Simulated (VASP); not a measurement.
# Al3Ga2P5 (I-4m2) in VASP: notebook

Runs on Al3Ga2P5. Level: PBE. Tasks: single point.

All numbers are computed with VASP 6.6.1; they aren't measurements. Logs are shortened: lines on timing, memory, paths and dates and some standing lists are left out, and cuts for length are marked.

## 1. The cell of the first run

It takes space group I-4m2 (No. 119, tetragonal). Conventional cell: a = 3.734 Å, b = 3.734 Å, c = 26.406 Å, α = 90.00°, β = 90.00°, γ = 90.00°. Within 3.0 Å of Al (site symmetry 2mm) lie 4 P at 2.29 Å. Al (site symmetry -4m2) has 4 P at 2.29 Å within 3.0 Å. Ga (site symmetry 2mm) has 4 P at 2.29 Å within 3.0 Å. Within 3.0 Å of P (site symmetry -4m2) lie 4 Al at 2.29 Å. P (site symmetry 2mm) has 2 Al at 2.29 Å and 2 Ga at 2.29 Å within 3.0 Å. Within 3.0 Å of P (site symmetry 2mm) lie 2 Al at 2.29 Å and 2 Ga at 2.29 Å.

## 2. Single point, PBE

INCAR reads:

```
PREC = Accurate
ENCUT = 520
EDIFF = 1E-7
ISMEAR = 0
SIGMA = 0.1
LREAL = F
LASPH = T
NELM = 80
ALGO = Normal
ISIF = 2
LWAVE = F
LCHARG = T
GGA = PE
LELF = T
LVHAR = T
NBANDS = 41
```

KPOINTS reads:

```
regular mesh
0
Gamma
  6 6 6
```

POSCAR reads:

```
Al3Ga2P5
1.0
   -1.8671891700      1.8671891700     13.2030212400
    1.8671891700     -1.8671891700     13.2030212400
    1.8671891700      1.8671891700    -13.2030212400
Al Ga P
3 2 5
Direct
    0.2000000000      0.2000000000      0.0000000000
    0.8000000000      0.8000000000      0.0000000000
    0.0000000000      0.0000000000      0.0000000000
    0.6000000000      0.6000000000      0.0000000000
    0.4000000000      0.4000000000      0.0000000000
    0.2500000000      0.7500000000      0.5000000000
    0.8500000000      0.3500000000      0.5000000000
    0.4500000000      0.9500000000      0.5000000000
    0.0500000000      0.5500000000      0.5000000000
    0.6500000000      0.1500000000      0.5000000000
```

Potentials or basis: VASP PAW PBE potentials, release 64 (Al, Ga_d, P).

The run is started by

```console
$ cat potpaw_PBE.64/Al/POTCAR potpaw_PBE.64/Ga_d/POTCAR potpaw_PBE.64/P/POTCAR > POTCAR
$ mpirun -np 1 vasp_std > vasp.out
```

OUTCAR:

```text
PREC = Accurate
   ENCUT = 520
   EDIFF = 1E-7
   ISMEAR = 0
   LREAL = F
   LASPH = T
   NELM = 80
   ISIF = 2
   GGA = PE

 ion  position               nearest neighbor table
   1  0.200  0.200  0.000-   6 2.29   6 2.29  10 2.29  10 2.29
   2  0.800  0.800  0.000-   6 2.29   6 2.29   7 2.29   7 2.29
   3  0.000  0.000  0.000-   9 2.29   8 2.29   9 2.29   8 2.29
   4  0.600  0.600  0.000-  10 2.29  10 2.29   9 2.29   9 2.29
   5  0.400  0.400  0.000-   7 2.29   7 2.29   8 2.29   8 2.29
   6  0.250  0.750  0.500-   2 2.29   1 2.29   2 2.29   1 2.29
   7  0.850  0.350  0.500-   5 2.29   5 2.29   2 2.29   2 2.29
   8  0.450  0.950  0.500-   3 2.29   3 2.29   5 2.29   5 2.29
   9  0.050  0.550  0.500-   3 2.29   3 2.29   4 2.29   4 2.29
  10  0.650  0.150  0.500-   4 2.29   4 2.29   1 2.29   1 2.29

  LATTYP: Found a body centered tetragonal cell.
 ALAT       =     3.7343783400
 C/A-ratio  =     7.0710678126

  Lattice vectors:

 A1 = (  -1.8671891700,   1.8671891700,  13.2030212400)
 A2 = (   1.8671891700,  -1.8671891700,  13.2030212400)
 A3 = (   1.8671891700,   1.8671891700, -13.2030212400)

Analysis of symmetry for initial positions (statically):
=====================================================================
 Subroutine PRICEL returns:
 Original cell was already a primitive cell.

 Routine SETGRP: Setting up the symmetry group for a
 body centered tetragonal supercell.

 Subroutine GETGRP returns: Found  8 space group operations
 (whereof  8 operations were pure point group operations)
 out of a pool of 16 trial point group operations.

The static configuration has the point symmetry D_2d.

Analysis of symmetry for dynamics (positions and initial velocities):
=====================================================================
 Subroutine PRICEL returns:
 Original cell was already a primitive cell.

 Routine SETGRP: Setting up the symmetry group for a
 body centered tetragonal supercell.

 Subroutine GETGRP returns: Found  8 space group operations
 (whereof  8 operations were pure point group operations)
 out of a pool of 16 trial point group operations.

The dynamic configuration has the point symmetry D_2d.

 Subroutine INISYM returns: Found  8 space group operations
 (whereof  8 operations are pure point group operations),
 and found     1 'primitive' translations

----------------------------------------------------------------------------------------

                                     Primitive cell

  volume of cell :     184.1238

  direct lattice vectors                    reciprocal lattice vectors
    -1.867189170  1.867189170 13.203021240     0.000000000  0.267782187  0.037870120
     1.867189170 -1.867189170 13.203021240     0.267782187  0.000000000  0.037870120
     1.867189170  1.867189170-13.203021240     0.267782187  0.267782187  0.000000000

  length of vectors
    13.464492588 13.464492588 13.464492588     0.270446752  0.270446752  0.378701201

  position of ions in fractional coordinates (direct lattice)
     0.200000000  0.200000000  0.000000000
     0.800000000  0.800000000  0.000000000
     0.000000000  0.000000000  0.000000000
     0.600000000  0.600000000  0.000000000
     0.400000000  0.400000000  0.000000000
     0.250000000  0.750000000  0.500000000
     0.850000000  0.350000000  0.500000000
     0.450000000  0.950000000  0.500000000
     0.050000000  0.550000000  0.500000000
     0.650000000  0.150000000  0.500000000

  ion indices of the primitive-cell ions
   primitive index   ion index
                 1           1
                 2           2
                 3           3
                 4           4
                 5           5
                 6           6
                 7           7
                 8           8
                 9           9
                10          10

----------------------------------------------------------------------------------------

 KPOINTS: regular mesh

Automatic generation of k-mesh.
 Grid dimensions read from file:
 generate k-points for:    6    6    6

 Generating k-lattice:

  Cartesian coordinates                     Fractional coordinates (reciprocal lattice)
     0.000000000  0.044630365  0.006311687     0.166666667  0.000000000  0.000000000
     0.044630365  0.000000000  0.006311687     0.000000000  0.166666667  0.000000000
     0.044630365  0.044630365  0.000000000     0.000000000  0.000000000  0.166666667

  Length of vectors
     0.045074459  0.045074459  0.063116867

  Shift w.r.t. Gamma in fractional coordinates (k-lattice)
     0.000000000  0.000000000  0.000000000

 Subroutine IBZKPT returns following result:
 ===========================================

 Found     30 irreducible k-points:

 Following reciprocal coordinates:
            Coordinates               Weight
  0.000000  0.000000  0.000000      1.000000
  0.166667 -0.000000  0.000000      8.000000
  0.333333 -0.000000  0.000000      8.000000
  0.500000  0.000000  0.000000      4.000000
  0.166667  0.166667  0.000000      8.000000
  0.333333  0.166667  0.000000     16.000000
[... 16 lines left out ...]
 -0.333333 -0.333333  0.166667      8.000000
 -0.166667 -0.333333  0.166667      8.000000
 [... further k-points ...]
   k-points           NKPTS =     30   k-points in BZ     NKDIM =     30   number of bands    NBANDS=     41
   number of dos      NEDOS =    301   number of ions     NIONS =     10
   total plane-waves  NPLWV = ******
   dimension x,y,z NGX =   100 NGY =  100 NGZ =  100
   dimension x,y,z NGXF=   200 NGYF=  200 NGZF=  200
   ions per type =               3   2   5
   NGX,Y,Z   is equivalent  to a cutoff of  12.35, 12.35, 12.35 a.u.
   NGXF,Y,Z  is equivalent  to a cutoff of  24.69, 24.69, 24.69 a.u.
 SYSTEM =  unknown system
   PREC   = accura    normal or accurate (medium, high low for compatibility)
   ISTART =      0    job   : 0-new  1-cont  2-samecut
   ICHARG =      2    charge: 1-file 2-atom 10-const
   ISPIN  =      1    spin polarized calculation?
   LNONCOLLINEAR =      F non collinear calculations
   LSORBIT =      F    spin-orbit coupling
   LASPH  =      T    aspherical Exc in radial PAW
   ENCUT  =  520.0 eV  38.22 Ry    6.18 a.u.  25.04 25.04 25.04*2*pi/ulx,y,z
   NELM   =     80;   NELMIN=  2; NELMDL= -5     # of ELM steps
   EDIFF  = 0.1E-06   stopping-criterion for ELM
   LREAL  =      F    real-space projection
   EDIFFG = 0.1E-05   stopping-criterion for IOM
   NSW    =      0    number of steps for IOM
   IBRION =     -1    ionic relax: 0-MD 1-quasi-New 2-CG
   NFREE  =      0    steps in history (QN), initial steepest desc. (CG)
   ISIF   =      2    stress and relaxation
   ISYM   =      2    0-nonsym 1-usesym 2-fastsym
   POTIM  = 0.5000    time-step for ionic-motion
   TEBEG  =    0.0;   TEEND  =   0.0 temperature during run
   PSTRESS=    0.0 pullay stress
   NELECT =      60.0000    total number of electrons
   NUPDOWN=      -1.0000    fix difference up-down
   EMIN   =  10.00;   EMAX   =-10.00  energy-range for DOS
   EFERMI =   0.00;   METHOD = LEGACY
   ISMEAR =     0;   SIGMA  =   0.10  broadening in eV -4-tet -1-fermi 0-gaus
   EFERMI_NEDOS =   21; number of points for ismear=-14 and -15
   IALGO  =     38    algorithm
   IMIX   =      4    mixing-type and parameters
     AMIX     =   0.40;   BMIX     =  1.00
     AMIX_MAG =   1.60;   BMIX_MAG =  1.00
  volume/ion in A,a.u.               =      18.41       124.25
  Fermi-wavevector in a.u.,A,eV,Ry     =   1.126562  2.128894 17.267738  1.269143
  Thomas-Fermi vector in A             =   2.263245
   LORBIT       =      0    0 simple, 1 ext, 2 COOP (PROOUT), +10 PAW based schemes
   GGA     = PE    functional components
   LHFCALC =     F    Hartree Fock is set to
   AEXX    =    0.0000 exact exchange contribution
   IVDW    =     0    specifies the selected vdW correction
   LEPSILON=     F    determine dielectric tensor
   LRPA    =     F    only Hartree local field effects (RPA)
 non-spin polarized calculation
 Gauss-broadening in eV      SIGMA  =   0.10
  energy-cutoff  :      520.00
  volume of cell :      184.12
 maximum number of plane-waves:      5002
   NGX = 51   NGY = 51   NGZ = 51

 number of electron      59.9999991 magnetization

 Free energy of the ion-electron system (eV)
  ---------------------------------------------------
  ext. energy  EPLUGINS =         0.00000000
  ---------------------------------------------------
  free energy    TOTEN  =       -48.43876356 eV

  energy without entropy =      -48.43876356  energy(sigma->0) =      -48.43876356

 E-fermi :   6.0574     XC(G=0):  -9.8701

 val. band max:        5.5978919496   @ k =   0.0000   0.0000   0.0000
 cond. band min:       6.9539723270   @ k =   0.5000   0.5000   0.0000
 fundamental gap:      1.3560803774
 Fermi energy:         6.0574349094

 k-point     1 :       0.0000    0.0000    0.0000
  band No.  band energies     occupation
      1      -8.9401      2.00000
      2      -8.9348      2.00000
      3      -8.8117      2.00000
      4      -8.8117      2.00000
      5      -8.8111      2.00000
      6      -8.8111      2.00000
[... 33 lines left out ...]
     40       9.9455      0.00000
     41      10.2992      0.00000

 k-point     2 :       0.1667   -0.0000    0.0000
  band No.  band energies     occupation
      1      -8.9301      2.00000
      2      -8.9250      2.00000
      3      -8.8295      2.00000
      4      -8.8292      2.00000
      5      -8.8108      2.00000
      6      -8.8103      2.00000
[... 957 lines left out ...]
     40      10.6514      0.00000
     41      10.9631      0.00000

 k-point    24 :      -0.1667   -0.3333    0.1667
  band No.  band energies     occupation
      1      -8.9299      2.00000
      2      -8.9252      2.00000
      3      -8.8295      2.00000
      4      -8.8292      2.00000
      5      -8.8108      2.00000
      6      -8.8103      2.00000
[... 33 lines left out ...]
     40      10.4141      0.00000
     41      10.6360      0.00000

 [... further k-points ...]

------------------------ aborting loop because EDIFF is reached ----------------------------------------

  FORCE on cell =-STRESS in cart. coord.  units (eV):
  Direction    XX          YY          ZZ          XY          YZ          ZX
  --------------------------------------------------------------------------------------
  -------------------------------------------------------------------------------------
  Total       15.1747116     15.1747116     14.9324875      0.0000000      0.0000000      0.0000000
  in kB      132.0447306    132.0447306    129.9369864      0.0000000      0.0000000      0.0000000
  external PRESSURE =     131.3421492 kB  Pullay stress =       0.0000000 kB

 VOLUME and BASIS-vectors are now :
 -----------------------------------------------------------------------------
  energy-cutoff  :      520.00
  volume of cell :      184.12
      direct lattice vectors                 reciprocal lattice vectors
    -1.867189170  1.867189170 13.203021240     0.000000000  0.267782187  0.037870120
     1.867189170 -1.867189170 13.203021240     0.267782187  0.000000000  0.037870120
     1.867189170  1.867189170-13.203021240     0.267782187  0.267782187  0.000000000

 POSITION                                       TOTAL-FORCE (eV/Angst)
 -----------------------------------------------------------------------------------
      0.00000      0.00000      5.28121        -0.000000      0.000000     -0.029597
      0.00000      0.00000     21.12483        -0.000000      0.000000      0.029597
      0.00000      0.00000      0.00000         0.000000     -0.000000      0.000000
      0.00000      0.00000     15.84363         0.000000     -0.000000     -0.000927
      0.00000      0.00000     10.56242         0.000000     -0.000000      0.000927
      1.86719     -0.00000      6.60151         0.000000     -0.000000      0.000000
      0.00000      1.86719      9.24211         0.000000     -0.000000     -0.046190
      1.86719     -0.00000     11.88272         0.000000     -0.000000      0.059340
      1.86719      0.00000      1.32030         0.000000     -0.000000     -0.059340
      0.00000      1.86719      3.96091         0.000000     -0.000000      0.046190
 -----------------------------------------------------------------------------------
    total drift:                               -0.000001      0.000001      0.000000

  FREE ENERGIE OF THE ION-ELECTRON SYSTEM (eV)
  ---------------------------------------------------
  free  energy   TOTEN  =       -48.4387635598 eV

  energy  without entropy=      -48.4387635598  energy(sigma->0) =      -48.43876356
```

Wall time 47 min (1 thread of Intel Xeon Platinum 8259CL at 2.50GHz (Skylake/Cascade Lake), shared host); peak memory 1.8 GiB.

What came out:

```yaml
Free_energy: -48.4388 eV
Pressure: 13.1 GPa
Largest_force: 0.059 eV/Å
Band_gap_on_the_k_mesh: 1.36 eV (least direct gap 1.48 eV)
```

Forces in eV/Å, atoms in the order of the input:
```
Al   0.000  0.000 -0.030
Al   0.000  0.000  0.030
Al   0.000  0.000  0.000
Ga   0.000  0.000 -0.001
Ga   0.000  0.000  0.001
P    0.000  0.000  0.000
P    0.000  0.000 -0.046
P    0.000  0.000  0.059
P    0.000  0.000 -0.059
P    0.000  0.000  0.046
```

Levels at points of the mesh, in eV from the valence-band top:
| k point | band 27 | band 28 | band 29 | band 30 | band 31 | band 32 | band 33 | band 34 |
| --- | --- | --- | --- | --- | --- | --- | --- | --- |
| (0.00, 0.00, 0.00) | -1.10 | -0.05 | 0.00 | 0.00 | 1.48 | 1.70 | 2.31 | 2.42 |
| (0.50, 0.00, 0.00) | -1.04 | -1.03 | -1.00 | -0.97 | 2.47 | 3.28 | 3.48 | 3.67 |
| (0.50, 0.50, 0.00) | -2.97 | -2.95 | -2.60 | -2.60 | 1.36 | 1.94 | 2.11 | 2.27 |
| (0.50, 0.50, 0.50) | -0.48 | -0.48 | -0.36 | -0.36 | 1.42 | 1.97 | 2.02 | 2.31 |

Caveat: the cell stands under pressure.

(Continued in part 2 of 2.)
